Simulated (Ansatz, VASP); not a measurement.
C: VASP beside Ansatz

Contents of INCAR:

```
PREC     = Accurate       # precision mode
ENCUT    = 520            # plane-wave cutoff, eV
EDIFF    = 1E-6           # SCF threshold, eV
ISMEAR   = -1             # smearing method
SIGMA    = 0.1            # smearing width, eV
LREAL    = F              # projectors in reciprocal space
LASPH    = T              # aspherical terms in the spheres
NELM     = 100            # most SCF steps
ALGO     = Normal         # electronic algorithm
ISIF     = 2              # what is computed and relaxed
LWAVE    = F              # write WAVECAR
LCHARG   = T              # write CHGCAR
GGA      = RP             # functional
LELF     = T              # ELF
LVHAR    = T            
NBANDS   = 8              # bands
```

The input KPOINTS:

```
Automatic mesh
0
Gamma
  19 19 19
```

File POSCAR:

```
C
1.0
    0.0000000000      1.5728569005      1.5728569005
    1.5728569005      0.0000000000      1.5728569005
    1.5728569005      1.5728569005      0.0000000000
C
1
Direct
    0.0000000000      0.0000000000      0.0000000000
```

Input for Ansatz:

```yaml
crystal:
  lattice:
    - [0.0, 1.5728569005, 1.5728569005]
    - [1.5728569005, 0.0, 1.5728569005]
    - [1.5728569005, 1.5728569005, 0.0]
  atoms:
    - { symbol: C, position: [0.0, 0.0, 0.0] }
hamiltonian:
  xc: rpbe
  pseudopotentials:
    kind: paw
    azcp:
      C: "pseudopotentials/C.paw.azcp"
basis:
  ecutwfc: 420
  fft_grid_basis: typed
kpoints:
  mp_grid: { grid: [19, 19, 19], shift: [0, 0, 0] }
magnetization:
  spin_polarized: false
scf:
  occupations: { method: fermi_dirac, width: 0.1 }
  lower_state_search: "off"
output:
  stress: true
```

Alike in both runs: task single point; functional RPBE; k mesh 19 × 19 × 19; occupations fermi-dirac, width 0.1 eV; no spin polarisation.

```csv
,VASP,Ansatz
version,VASP 6.6.1,Ansatz 0.2.0
potentials or method,"VASP PAW PBE potentials, release 64 (C), cutoff 520 eV","plane waves (420 eV) with PAW, scalar-relativistic"
valence electrons in the cell,4,4
```

|  | VASP | Ansatz | Ansatz less VASP |
| --- | --- | --- | --- |
| pressure (GPa) | -5.4 | -5.4 | 0.00 |

VASP's potentials were made for PBE, not for RPBE.
